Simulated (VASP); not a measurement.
The system is Li2ZnSiSe4.

```
Li Zn Si Se
1.0
    -2.67541    2.67541    5.35082
     2.67541   -2.67541    5.35082
     2.67541    2.67541   -5.35082
Li Zn Si Se
2 1 1 4
Direct
  0.00000 0.00000 0.00000
  0.75000 0.25000 0.50000
  0.25000 0.75000 0.50000
  0.50000 0.50000 0.00000
  0.11700 0.61700 0.99000
  0.38300 0.37300 0.50000
  0.62700 0.12700 0.01000
  0.87300 0.88300 0.50000
```

* Program: VASP 6.6.1
* Task: relaxation of cell and atoms
* Functional: PBEsol
* Potentials or basis: VASP PAW PBE potentials, release 64 (Li_sv, Zn, Si, Se)
* Cutoff: 600 eV
* k mesh: 6 × 6 × 6
* Occupations: fermi-dirac, width 0.03 eV
* Spin: no spin polarisation

At the start: pressure 6.9 GPa; volume 19.15 Å³/atom.

Task: How do energy, volume and symmetry change on relaxing?

Result: Over 18 steps the energy falls by 116.7 meV/atom and the volume is 22.41 Å³/atom (+17.0 %); space group I-4 (No. 82, to 0.1 Å) before and after.

The path:
| step | energy change (eV) | largest force (eV/Å) | pressure (GPa) | volume (Å³) |
| --- | --- | --- | --- | --- |
| 1 | 0.0000 | 1.3312 | 6.94 | 153.20 |
| 2 | -0.6351 | 1.0098 | -0.42 | 172.35 |
| 3 | -0.6572 | 0.9872 | -1.63 | 177.07 |
| 4 | -0.8376 | 0.3982 | -0.23 | 175.92 |
| 5 | -0.8578 | 0.2995 | 0.53 | 175.42 |
| 6 | -0.8877 | 0.2043 | 0.16 | 177.31 |
| 7 | -0.9136 | 0.0364 | -0.43 | 180.87 |
| 8 | -0.9142 | 0.0311 | -0.53 | 181.48 |
| 9 | -0.9234 | 0.1204 | 0.22 | 179.29 |
| 10 | -0.9235 | 0.1270 | 0.29 | 179.14 |
| 11 | -0.9313 | 0.0710 | 0.04 | 179.34 |
| 12 | -0.9326 | 0.0801 | -0.07 | 179.43 |
| 13 | -0.9338 | 0.0207 | 0.06 | 179.01 |
| 14 | -0.9338 | 0.0204 | 0.07 | 179.03 |
| 15 | -0.9339 | 0.0130 | -0.06 | 179.42 |
| 16 | -0.9339 | 0.0121 | -0.02 | 179.29 |
| 17 | -0.9339 | 0.0120 | -0.03 | 179.31 |
| 18 | -0.9340 | 0.0053 | 0.00 | 179.25 |

Final structure:
```
Li Zn Si Se
1.0
    -2.92244    2.92244    5.24699
     2.92244   -2.92244    5.24699
     2.92244    2.92244   -5.24699
Li Zn Si Se
2 1 1 4
Direct
  0.00000 0.00000 0.00000
  0.75000 0.25000 0.50000
  0.25000 0.75000 0.50000
  0.50000 0.50000 0.00000
  0.15319 0.61113 0.00850
  0.38887 0.39737 0.54206
  0.60263 0.14469 0.99150
  0.85531 0.84681 0.45794
```

Caveat: the cutoff is under 1.25 times the usual one of these potentials, so pressure, stress and relaxed cells hold a basis-set (Pulay) error; the volume moved by over 15 % at a fixed basis, so the end points are rough; the PAW data sets were made with another functional, which shifts forces and pressure a little.
